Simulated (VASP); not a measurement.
# Pb (Im-3m) in VASP: notebook, part 2 of 2

VASP 6.6.1. Earlier steps stand in the parts before.

## 3. Single point, revPBE (volume scaled by 1.12)

INCAR reads:

```
  PREC = Accurate
  ENCUT = 520
  EDIFF = 1E-6
  ISMEAR = -1
  SIGMA = 0.1
  LREAL = False
  LASPH = True
  NELM = 100
  ALGO = Normal
  ISIF = 2
  LWAVE = False
  LCHARG = False
  GGA = RE
  NBANDS = 13
```

KPOINTS reads:

```
regular mesh
0
Gamma
  12 12 12
```

POSCAR reads:

```
Pb
1.0
   -2.0949550842      2.0949550842      2.0949550842
    2.0949550842     -2.0949550842      2.0949550842
    2.0949550842      2.0949550842     -2.0949550842
Pb
1
Direct
    0.0000000000      0.0000000000      0.0000000000
```

Potentials or basis: VASP PAW PBE potentials, release 64 (Pb_d).

On the command line:

```bash
$ cat potpaw_PBE.64/Pb_d/POTCAR > POTCAR
$ mpirun -np 1 vasp_std > vasp.out
```

OUTCAR:

```text
PREC = Accurate
   ENCUT = 520
   EDIFF = 1E-6
   ISMEAR = -1
   LREAL = False
   LASPH = True
   NELM = 100
   ISIF = 2
   GGA = RE

 ion  position               nearest neighbor table
   1  0.000  0.000  0.000-

  LATTYP: Found a body centered cubic cell.
 ALAT       =     4.1899101684

  Lattice vectors:

 A1 = (  -2.0949550842,   2.0949550842,   2.0949550842)
 A2 = (   2.0949550842,  -2.0949550842,   2.0949550842)
 A3 = (   2.0949550842,   2.0949550842,  -2.0949550842)

Analysis of symmetry for initial positions (statically):
=====================================================================
 Subroutine PRICEL returns:
 Original cell was already a primitive cell.

 Routine SETGRP: Setting up the symmetry group for a
 body centered cubic supercell.

 Subroutine GETGRP returns: Found 48 space group operations
 (whereof 48 operations were pure point group operations)
 out of a pool of 48 trial point group operations.

The static configuration has the point symmetry O_h .

Analysis of symmetry for dynamics (positions and initial velocities):
=====================================================================
 Subroutine PRICEL returns:
 Original cell was already a primitive cell.

 Routine SETGRP: Setting up the symmetry group for a
 body centered cubic supercell.

 Subroutine GETGRP returns: Found 48 space group operations
 (whereof 48 operations were pure point group operations)
 out of a pool of 48 trial point group operations.

The dynamic configuration has the point symmetry O_h .

 Subroutine INISYM returns: Found 48 space group operations
 (whereof 48 operations are pure point group operations),
 and found     1 'primitive' translations

----------------------------------------------------------------------------------------

[... 114 lines left out ...]
   LORBIT       =      0    0 simple, 1 ext, 2 COOP (PROOUT), +10 PAW based schemes
   GGA     = RE    functional components
   LHFCALC =     F    Hartree Fock is set to
   AEXX    =    0.0000 exact exchange contribution
   IVDW    =     0    specifies the selected vdW correction
   LEPSILON=     F    determine dielectric tensor
   LRPA    =     F    only Hartree local field effects (RPA)
 non-spin polarized calculation
  energy-cutoff  :      520.00
  volume of cell :       36.78
 maximum number of plane-waves:      1006
   NGX = 13   NGY = 13   NGZ = 13

 number of electron      13.9999994 magnetization

 Free energy of the ion-electron system (eV)
  ---------------------------------------------------
  ext. energy  EPLUGINS =         0.00000000
  ---------------------------------------------------
  free energy    TOTEN  =        -3.17284498 eV

  energy without entropy =       -3.15131371  energy(sigma->0) =       -3.16207935

 E-fermi :   5.3871     XC(G=0):  -9.2185

 val. band max:        5.3709705719   @ k =  -0.4167  -0.4167   0.0833
 cond. band min:       5.3898541338   @ k =  -0.4167   0.5000   0.2500
 fundamental gap:      0.0188835619
 Fermi energy:         5.3870991435

 k-point     1 :       0.0000    0.0000    0.0000
  band No.  band energies     occupation
      1     -11.6737      2.00000
      2     -11.6737      2.00000
      3     -11.6737      2.00000
      4     -11.5382      2.00000
      5     -11.5382      2.00000
      6      -5.1913      2.00000
      7      11.5018      0.00000
      8      11.5018      0.00000
      9      11.5018      0.00000
     10      14.5566      0.00000
     11      16.1540      0.00000
     12      16.1540      0.00000
     13      16.1540      0.00000
[... 354 lines left out ...]
  band No.  band energies     occupation
      1     -11.7049      2.00000
      2     -11.6458      2.00000
      3     -11.5459      2.00000
      4     -11.5441      2.00000
      5     -11.4795      2.00000
      6      -2.2941      2.00000
      7       2.4907      2.00000
      8       6.9454      0.00000
      9       8.5157      0.00000
     10      13.9041      0.00000
     11      15.2764      0.00000
     12      18.2669      0.00000
     13      19.3136      0.00000

 [... further k-points ...]

------------------------ aborting loop because EDIFF is reached ----------------------------------------

  FORCE on cell =-STRESS in cart. coord.  units (eV):
  Direction    XX          YY          ZZ          XY          YZ          ZX
  --------------------------------------------------------------------------------------
  -------------------------------------------------------------------------------------
  Total       -0.6886395     -0.6886395     -0.6886395      0.0000000     -0.0000000      0.0000000
  in kB      -29.9997990    -29.9997990    -29.9997990      0.0000000     -0.0000000      0.0000000
  external PRESSURE =     -29.9997990 kB  Pullay stress =       0.0000000 kB

 VOLUME and BASIS-vectors are now :
 -----------------------------------------------------------------------------
  energy-cutoff  :      520.00
  volume of cell :       36.78
      direct lattice vectors                 reciprocal lattice vectors
    -2.094955084  2.094955084  2.094955084     0.000000000  0.238668601  0.238668601
     2.094955084 -2.094955084  2.094955084     0.238668601  0.000000000  0.238668601
     2.094955084  2.094955084 -2.094955084     0.238668601  0.238668601  0.000000000

 POSITION                                       TOTAL-FORCE (eV/Angst)
 -----------------------------------------------------------------------------------
      0.00000      0.00000      0.00000         0.000000      0.000000      0.000000
 -----------------------------------------------------------------------------------
    total drift:                               -0.000000     -0.000000     -0.000000

  FREE ENERGIE OF THE ION-ELECTRON SYSTEM (eV)
  ---------------------------------------------------
  free  energy   TOTEN  =        -3.1728449836 eV

  energy  without entropy=       -3.1513137067  energy(sigma->0) =       -3.16207935
```

OSZICAR:

```text
N       E                     dE             d eps       ncg     rms          rms(c)
DAV:   1     0.106558778814E+03    0.10656E+03   -0.69517E+03  1882   0.117E+03
DAV:   2     0.220923258837E+01   -0.10435E+03   -0.10174E+03  1947   0.301E+02
DAV:   3    -0.304252811712E+01   -0.52518E+01   -0.52354E+01  2350   0.736E+01
DAV:   4    -0.316951215430E+01   -0.12698E+00   -0.12696E+00  2216   0.128E+01
DAV:   5    -0.317586846915E+01   -0.63563E-02   -0.63562E-02  2607   0.265E+00    0.389E-01
DAV:   6    -0.317249169194E+01    0.33768E-02   -0.98628E-03  2505   0.146E+00    0.231E-01
DAV:   7    -0.317260956327E+01   -0.11787E-03   -0.53724E-03  2367   0.103E+00    0.926E-02
DAV:   8    -0.317284384186E+01   -0.23428E-03   -0.64542E-04  2227   0.385E-01    0.146E-02
DAV:   9    -0.317284295831E+01    0.88355E-06   -0.13788E-05  2405   0.608E-02    0.664E-03
DAV:  10    -0.317284500072E+01   -0.20424E-05   -0.43303E-06  2077   0.178E-02    0.621E-04
DAV:  11    -0.317284498358E+01    0.17144E-07   -0.80026E-08  1221   0.435E-03
   1 F= -.31728450E+01 E0= -.31620793E+01  d E =-.215313E-01
```

Wall time 38 s (1 thread of Intel Xeon 8259CL, shared host); peak memory 0.17 GiB.

Results:

* Free energy: -3.1728 eV
* Pressure: -3.0 GPa
* Band gap on the k mesh: zero (band 7 reaches 11.50 eV, above the bottom of band 8 at 3.83 eV)

Levels at points of the mesh, in eV from the Fermi level:
```tsv
k point	band 3	band 4	band 5	band 6	band 7	band 8	band 9	band 10	band 11	band 12
(0.00, 0.00, 0.00)	-17.06	-16.93	-16.93	-10.58	6.11	6.11	6.11	9.17	10.77	10.77
(0.50, 0.00, 0.00)	-16.93	-16.93	-16.84	-7.79	-3.18	2.92	4.53	6.56	8.15	12.53
(0.50, 0.50, 0.50)	-16.86	-16.86	-16.86	-5.90	-0.16	-0.16	-0.16	4.40	4.40	15.64
```

Caveat: the cell differs from its parent crystal (volume scaled by 1.12); the PAW data sets were made with another functional, which shifts forces and pressure a little; spin-orbit coupling is left out, which moves the levels of the heavy elements.

## 4. Single point, revPBE

This run uses another cell than the first one, of 32.84 Å³/atom, 0.926 times its volume.

INCAR reads:

```
PREC = Accurate
ENCUT = 520
EDIFF = 1E-6
ISMEAR = -1
SIGMA = 0.1
LREAL = F
LASPH = T
NELM = 80
ALGO = Normal
ISIF = 2
LWAVE = F
LCHARG = F
GGA = RE
NBANDS = 13
```

KPOINTS reads:

```
regular mesh
0
Gamma
  18 18 18
```

POSCAR reads:

```
Pb
1.0
   -2.0172917322      2.0172917322      2.0172917322
    2.0172917322     -2.0172917322      2.0172917322
    2.0172917322      2.0172917322     -2.0172917322
Pb
1
Direct
    0.0000000000      0.0000000000      0.0000000000
```

Potentials or basis: VASP PAW PBE potentials, release 64 (Pb_d).

On the command line:

```bash
$ cat potpaw_PBE.64/Pb_d/POTCAR > POTCAR
$ mpirun -np 1 vasp_std > vasp.out
```

OUTCAR:

```text
PREC = Accurate
   ENCUT = 520
   EDIFF = 1E-6
   ISMEAR = -1
   LREAL = F
   LASPH = T
   NELM = 80
   ISIF = 2
   GGA = RE

 ion  position               nearest neighbor table
   1  0.000  0.000  0.000-

  LATTYP: Found a body centered cubic cell.
 ALAT       =     4.0345834644

  Lattice vectors:

 A1 = (  -2.0172917322,   2.0172917322,   2.0172917322)
 A2 = (   2.0172917322,  -2.0172917322,   2.0172917322)
 A3 = (   2.0172917322,   2.0172917322,  -2.0172917322)

Analysis of symmetry for initial positions (statically):
=====================================================================
 Subroutine PRICEL returns:
 Original cell was already a primitive cell.

 Routine SETGRP: Setting up the symmetry group for a
 body centered cubic supercell.

 Subroutine GETGRP returns: Found 48 space group operations
 (whereof 48 operations were pure point group operations)
 out of a pool of 48 trial point group operations.

The static configuration has the point symmetry O_h .

Analysis of symmetry for dynamics (positions and initial velocities):
=====================================================================
 Subroutine PRICEL returns:
 Original cell was already a primitive cell.

 Routine SETGRP: Setting up the symmetry group for a
 body centered cubic supercell.

 Subroutine GETGRP returns: Found 48 space group operations
 (whereof 48 operations were pure point group operations)
 out of a pool of 48 trial point group operations.

The dynamic configuration has the point symmetry O_h .

 Subroutine INISYM returns: Found 48 space group operations
 (whereof 48 operations are pure point group operations),
 and found     1 'primitive' translations

----------------------------------------------------------------------------------------

                                     Primitive cell

  volume of cell :      32.8372

  direct lattice vectors                    reciprocal lattice vectors
    -2.017291732  2.017291732  2.017291732     0.000000000  0.247857061  0.247857061
     2.017291732 -2.017291732  2.017291732     0.247857061  0.000000000  0.247857061
[... 112 lines left out ...]
   LEPSILON=     F    determine dielectric tensor
   LRPA    =     F    only Hartree local field effects (RPA)
 non-spin polarized calculation
  energy-cutoff  :      520.00
  volume of cell :       32.84
 maximum number of plane-waves:       935
 NGX is ok and might be reduce to    28
   NGX = 13   NGY = 13   NGZ = 13

 number of electron      13.9999997 magnetization

 Free energy of the ion-electron system (eV)
  ---------------------------------------------------
  ext. energy  EPLUGINS =         0.00000000
  ---------------------------------------------------
  free energy    TOTEN  =        -3.21199865 eV

  energy without entropy =       -3.19179585  energy(sigma->0) =       -3.20189725

 E-fermi :   6.5127     XC(G=0):  -9.7381

 val. band max:        6.5037022209   @ k =  -0.2778   0.5000   0.0556
 cond. band min:       6.5175833328   @ k =   0.5000   0.5000   0.3889
 fundamental gap:      0.0138811118
 Fermi energy:         6.5127052318

 k-point     1 :       0.0000    0.0000    0.0000
  band No.  band energies     occupation
      1     -10.6085      2.00000
      2     -10.6085      2.00000
      3     -10.6085      2.00000
      4     -10.4190      2.00000
      5     -10.4190      2.00000
      6      -4.7224      2.00000
      7      13.4965      0.00000
      8      13.4965      0.00000
      9      13.4965      0.00000
     10      17.1779      0.00000
     11      17.4788      0.00000
     12      17.4788      0.00000
     13      17.4788      0.00000
[... 354 lines left out ...]
  band No.  band energies     occupation
      1     -10.6568      2.00000
      2     -10.5829      2.00000
      3     -10.4354      2.00000
      4     -10.4308      2.00000
      5     -10.3265      2.00000
      6      -1.4476      2.00000
      7       3.3786      2.00000
      8       8.6206      0.00000
      9      10.8843      0.00000
     10      14.5650      0.00000
     11      16.6355      0.00000
     12      18.8328      0.00000
     13      20.4922      0.00000

 [... further k-points ...]

------------------------ aborting loop because EDIFF is reached ----------------------------------------

  FORCE on cell =-STRESS in cart. coord.  units (eV):
  Direction    XX          YY          ZZ          XY          YZ          ZX
  --------------------------------------------------------------------------------------
  -------------------------------------------------------------------------------------
  Total       -0.0006296     -0.0006296     -0.0006296     -0.0000000     -0.0000000      0.0000000
  in kB       -0.0307193     -0.0307193     -0.0307193     -0.0000000     -0.0000000      0.0000000
  external PRESSURE =      -0.0307193 kB  Pullay stress =       0.0000000 kB

 VOLUME and BASIS-vectors are now :
 -----------------------------------------------------------------------------
  energy-cutoff  :      520.00
  volume of cell :       32.84
      direct lattice vectors                 reciprocal lattice vectors
    -2.017291732  2.017291732  2.017291732     0.000000000  0.247857061  0.247857061
     2.017291732 -2.017291732  2.017291732     0.247857061  0.000000000  0.247857061
     2.017291732  2.017291732 -2.017291732     0.247857061  0.247857061  0.000000000

 POSITION                                       TOTAL-FORCE (eV/Angst)
 -----------------------------------------------------------------------------------
      0.00000      0.00000      0.00000         0.000000      0.000000     -0.000000
 -----------------------------------------------------------------------------------
    total drift:                               -0.000000     -0.000000     -0.000000

  FREE ENERGIE OF THE ION-ELECTRON SYSTEM (eV)
  ---------------------------------------------------
  free  energy   TOTEN  =        -3.2119986456 eV

  energy  without entropy=       -3.1917958460  energy(sigma->0) =       -3.20189725
```

OSZICAR:

```text
N       E                     dE             d eps       ncg     rms          rms(c)
DAV:   1     0.107229421765E+03    0.10723E+03   -0.70701E+03  5126   0.123E+03
DAV:   2     0.206545507072E+01   -0.10516E+03   -0.10224E+03  5330   0.306E+02
DAV:   3    -0.309052437424E+01   -0.51560E+01   -0.51371E+01  6384   0.732E+01
DAV:   4    -0.321277695190E+01   -0.12225E+00   -0.12223E+00  6115   0.123E+01
DAV:   5    -0.321830509045E+01   -0.55281E-02   -0.55280E-02  6941   0.240E+00    0.445E-01
DAV:   6    -0.321274918583E+01    0.55559E-02   -0.10619E-02  6595   0.166E+00    0.242E-01
DAV:   7    -0.321187036948E+01    0.87882E-03   -0.51552E-03  6511   0.110E+00    0.908E-02
DAV:   8    -0.321200048454E+01   -0.13012E-03   -0.53116E-04  6080   0.339E-01    0.114E-02
DAV:   9    -0.321199864144E+01    0.18431E-05   -0.12355E-05  6804   0.580E-02    0.526E-03
DAV:  10    -0.321199864558E+01   -0.41416E-08   -0.23085E-06  5670   0.147E-02
   1 F= -.32119986E+01 E0= -.32018972E+01  d E =-.202028E-01
```

stdout:

```text
POSCAR found type information on POSCAR Pb
 POSCAR found :  1 types and       1 ions
 scaLAPACK will be used
 -----------------------------------------------------------------------------
|                                                                             |
|                                                                             |
|     You enforced a specific xc type in the INCAR file but a different       |
|     I HOPE YOU KNOW WHAT YOU ARE DOING!                                     |
|                                                                             |
 -----------------------------------------------------------------------------

 LDA part: xc-table for (Slater+PW92), standard interpolation
 POSCAR, INCAR and KPOINTS ok, starting setup
 FFT: planning ... GRIDC
 FFT: planning ... GRID_SOFT
 FFT: planning ... GRID
 WAVECAR not read
 entering main loop
```

Run time: 97 s. Hardware: 1 thread of Intel Xeon 8259CL, shared host; peak memory 0.21 GiB.

What came out:

```
Free energy            : -3.2120 eV
Pressure               : 0.0 GPa
Band gap on the k mesh : zero (band 7 reaches 13.50 eV, above the bottom of band 8 at 4.66 eV)
```

Levels at points of the mesh, in eV from the Fermi level:
| k point | band 3 | band 4 | band 5 | band 6 | band 7 | band 8 | band 9 | band 10 | band 11 | band 12 |
| --- | --- | --- | --- | --- | --- | --- | --- | --- | --- | --- |
| (0.00, 0.00, 0.00) | -17.12 | -16.93 | -16.93 | -11.24 | 6.98 | 6.98 | 6.98 | 10.67 | 10.97 | 10.97 |
| (0.50, 0.00, 0.00) | -16.94 | -16.94 | -16.82 | -7.84 | -3.68 | 3.24 | 4.91 | 7.11 | 8.59 | 13.33 |
| (0.50, 0.50, 0.50) | -16.84 | -16.84 | -16.84 | -5.48 | -0.28 | -0.28 | -0.28 | 4.48 | 4.48 | 16.13 |

Caveat: the PAW data sets were made with another functional, which shifts forces and pressure a little; spin-orbit coupling is left out, which moves the levels of the heavy elements.

## 5. Summary

| cell | k mesh | gap on the mesh (eV) | pressure (GPa) |
| --- | --- | --- | --- |
| a = 3.585 Å, angles 109.5°, 1 atom | 12 × 12 × 12 | none | -2.2 |
| a = 3.629 Å, angles 109.5°, 1 atom | 12 × 12 × 12 | none | -3.0 |
| a = 3.494 Å, angles 109.5°, 1 atom | 18 × 18 × 18 | none | 0.0 |

Alike in all rows: task single point; level revPBE; potentials or basis VASP PAW PBE potentials, release 64 (Pb_d); no spin polarisation; cutoff (eV) 520; smearing fermi-dirac 0.1 eV.

Caveats: the PAW data sets were made with another functional, which shifts forces and pressure a little; spin-orbit coupling is left out, which moves the levels of the heavy elements.

Absolute energies hang on the potentials; compare differences alone.
